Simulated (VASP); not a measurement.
# Mo (Im-3m) in VASP: a series of runs, part 2 of 2

VASP 6.6.1. Earlier steps stand in the parts before.

### Step 3. Single point, revPBE

File INCAR:

```
SYSTEM = Mo
ALGO = Normal
EDIFF = 1E-7
ENCUT = 520
GGA = RE
ISIF = 2
ISMEAR = -1
LASPH = .True.
LCHARG = .True.
LELF = .True.
LREAL = .False.
LVHAR = .True.
LWAVE = .False.
NBANDS = 13
NELM = 100
PREC = Accurate
SIGMA = 0.1
```

File KPOINTS:

```
k-points
0
Gamma
  14 14 14
  0 0 0
```

File POSCAR:

```
Mo
1.0
   -1.5864531609      1.5864531609      1.5864531609
    1.5864531609     -1.5864531609      1.5864531609
    1.5864531609      1.5864531609     -1.5864531609
Mo
1
Direct
    0.0000000000      0.0000000000      0.0000000000
```

Potentials or basis: VASP PAW PBE potentials, release 64 (Mo_sv).

Command:

```
> cat potpaw_PBE.64/Mo_sv/POTCAR > POTCAR
> mpirun -np 1 vasp_std > vasp.out
```

OUTCAR:

```text
SYSTEM = Mo
   EDIFF = 1E-7
   ENCUT = 520
   GGA = RE
   ISIF = 2
   ISMEAR = -1
   LASPH = .True.
   LREAL = .False.
   NELM = 100
   PREC = Accurate

 ion  position               nearest neighbor table
   1  0.000  0.000  0.000-

  LATTYP: Found a body centered cubic cell.
 ALAT       =     3.1729063218

  Lattice vectors:

 A1 = (  -1.5864531609,   1.5864531609,   1.5864531609)
 A2 = (   1.5864531609,  -1.5864531609,   1.5864531609)
 A3 = (   1.5864531609,   1.5864531609,  -1.5864531609)

Analysis of symmetry for initial positions (statically):
=====================================================================
 Subroutine PRICEL returns:
 Original cell was already a primitive cell.

 Routine SETGRP: Setting up the symmetry group for a
 body centered cubic supercell.

 Subroutine GETGRP returns: Found 48 space group operations
 (whereof 48 operations were pure point group operations)
 out of a pool of 48 trial point group operations.

The static configuration has the point symmetry O_h .

Analysis of symmetry for dynamics (positions and initial velocities):
=====================================================================
[... 160 lines left out ...]
 Fermi energy:        12.3221104637

 k-point     1 :       0.0000    0.0000    0.0000
  band No.  band energies     occupation
      1     -48.9974      2.00000
      2     -22.3117      2.00000
      3     -22.3117      2.00000
      4     -22.3117      2.00000
      5       5.1505      2.00000
      6      10.9731      2.00000
      7      10.9731      2.00000
      8      10.9731      2.00000
      9      13.9249      0.00000
     10      13.9249      0.00000
     11      27.0949      0.00000
     12      27.0949      0.00000
     13      27.0949      0.00000
[... 354 lines left out ...]
  band No.  band energies     occupation
      1     -48.7264      2.00000
      2     -23.3133      2.00000
      3     -23.1132      2.00000
      4     -22.4745      2.00000
      5       8.5317      2.00000
      6       9.6880      2.00000
      7      10.4126      2.00000
      8      14.1330      0.00000
      9      14.6031      0.00000
     10      21.4418      0.00000
     11      22.2613      0.00000
     12      23.5562      0.00000
     13      29.3088      0.00000

 [... further k-points ...]
[... 5 lines left out ...]
  --------------------------------------------------------------------------------------
  -------------------------------------------------------------------------------------
  Total        0.0480131      0.0480131      0.0480131     -0.0000000     -0.0000000      0.0000000
  in kB        4.8164679      4.8164679      4.8164679     -0.0000000     -0.0000000      0.0000000
  external PRESSURE =       4.8164679 kB  Pullay stress =       0.0000000 kB

 VOLUME and BASIS-vectors are now :
 -----------------------------------------------------------------------------
  energy-cutoff  :      520.00
  volume of cell :       15.97
      direct lattice vectors                 reciprocal lattice vectors
    -1.586453161  1.586453161  1.586453161     0.000000000  0.315168460  0.315168460
     1.586453161 -1.586453161  1.586453161     0.315168460  0.000000000  0.315168460
     1.586453161  1.586453161 -1.586453161     0.315168460  0.315168460  0.000000000

 POSITION                                       TOTAL-FORCE (eV/Angst)
 -----------------------------------------------------------------------------------
      0.00000      0.00000      0.00000         0.000000      0.000000      0.000000
 -----------------------------------------------------------------------------------
    total drift:                                0.000000      0.000000      0.000000

  FREE ENERGIE OF THE ION-ELECTRON SYSTEM (eV)
  ---------------------------------------------------
  free  energy   TOTEN  =       -10.4866006084 eV

  energy  without entropy=      -10.4584962831  energy(sigma->0) =      -10.47254845
```

Wall time 20 s (1 thread of Intel Xeon Platinum 8259CL at 2.50GHz (Skylake/Cascade Lake), shared host); peak memory 0.14 GiB.

Results:

| Item | Value |
| --- | --- |
| Free energy | -10.4866 eV |
| Pressure | 0.5 GPa |
| Band gap on the k mesh | zero (band 7 reaches 16.14 eV, above the bottom of band 8 at 10.97 eV) |

Levels at points of the mesh, in eV from the Fermi level:
```tsv
k point	band 4	band 5	band 6	band 7	band 8	band 9	band 10	band 11
(0.00, 0.00, 0.00)	-34.63	-7.17	-1.35	-1.35	-1.35	1.60	1.60	14.77
(0.50, 0.00, 0.00)	-34.64	-5.21	-3.33	1.52	1.62	2.23	4.55	11.30
(0.50, 0.50, 0.50)	-35.54	-5.29	-5.29	3.82	3.82	3.82	8.89	8.89
```

Caveat: the PAW data sets were made with another functional, which shifts forces and pressure a little.

### Step 4. Relaxation of cell and atoms, revPBE

This run uses another cell than the first one, of 15.59 Å³/atom, 0.976 times its volume.

File INCAR:

```
SYSTEM = Mo
ALGO = Normal ; EDIFF = 1E-6
EDIFFG = -0.01 ; ENCUT = 600
GGA = RE ; IBRION = 2
ISIF = 3 ; ISMEAR = -1
LASPH = .True. ; LCHARG = .False.
LREAL = .False. ; LWAVE = .False.
NELM = 80 ; NSW = 80
PREC = Accurate ; SIGMA = 0.1
```

KPOINTS is that of step 3.

File POSCAR:

```
Mo
1.0
   -1.5736500000      1.5736500000      1.5736500000
    1.5736500000     -1.5736500000      1.5736500000
    1.5736500000      1.5736500000     -1.5736500000
Mo
1
Direct
    0.0000000000      0.0000000000      0.0000000000
```

Command:

```
> cat potpaw_PBE.64/Mo_sv/POTCAR > POTCAR
> mpirun -np 1 vasp_std > vasp.out
```

Wall time 44 s (1 thread of Intel Xeon Platinum 8259CL at 2.50GHz (Skylake/Cascade Lake), shared host); peak memory 0.16 GiB.

It converged, with:

| Property | Result |
| --- | --- |
| Free energy | -10.4865 eV |
| Relaxed volume | 16.00 Å³/atom |
| Relaxed cell | a = 2.749 Å, b = 2.749 Å, c = 2.749 Å, α = 109.47°, β = 109.47°, γ = 109.47° |
| Space group after relaxing (to 0.05 Å) | Im-3m (No. 229) |
| Energy gained by relaxing | 8.5 meV/atom |
| Ionic steps | 4 |
| Pressure after relaxing | 0.0 GPa |
| Band gap on the k mesh | zero (band 7 reaches 16.11 eV, above the bottom of band 8 at 10.95 eV) |

The path:
| step | energy change (eV) | largest force (eV/Å) | pressure (GPa) | volume (Å³) |
| --- | --- | --- | --- | --- |
| 1 | 0.0000 | 0.0000 | 6.86 | 15.59 |
| 2 | 0.0489 | 0.0000 | -15.07 | 17.14 |
| 3 | -0.0085 | 0.0000 | -0.17 | 16.01 |
| 4 | -0.0085 | 0.0000 | -0.01 | 16.00 |

Final structure:
```yaml
crystal:
  lattice:
    - [-1.58724, 1.58724, 1.58724]
    - [1.58724, -1.58724, 1.58724]
    - [1.58724, 1.58724, -1.58724]
  atoms:
    - { symbol: Mo, position: [0.00000, 0.00000, 0.00000] }
```

Levels at points of the mesh, in eV from the Fermi level:
```
           k point  band 5  band 6  band 7  band 8  band 9  band 10
(0.00, 0.00, 0.00)   -7.17   -1.35   -1.35   -1.35    1.60     1.60
(0.50, 0.00, 0.00)   -5.20   -3.32    1.52    1.61    2.22     4.54
(0.50, 0.50, 0.50)   -5.28   -5.28    3.81    3.81    3.81     8.88
```

Caveat: the PAW data sets were made with another functional, which shifts forces and pressure a little. Zero-point motion and thermal expansion aren't in these numbers.

### Step 5. The runs side by side

```tsv
task	cell	k mesh	cutoff (eV)	gap on the mesh (eV)	pressure (GPa)
single point	a = 2.748 Å, angles 109.5°, 1 atom	7 × 7 × 7	520	none	0.6
single point	a = 2.748 Å, angles 109.5°, 1 atom	14 × 14 × 14	520	none	0.5
relaxation of cell and atoms	relaxed from a = 2.726 Å, angles 109.5°, 1 atom	14 × 14 × 14	600	none	0.0
```

Alike in all rows: level revPBE; potentials or basis VASP PAW PBE potentials, release 64 (Mo_sv); no spin polarisation; smearing fermi-dirac 0.1 eV.

Caveats: some runs use coarse meshes; the PAW data sets were made with another functional, which shifts forces and pressure a little.

Total energies depend on the potentials used, so only differences within one code and one set of settings carry meaning.
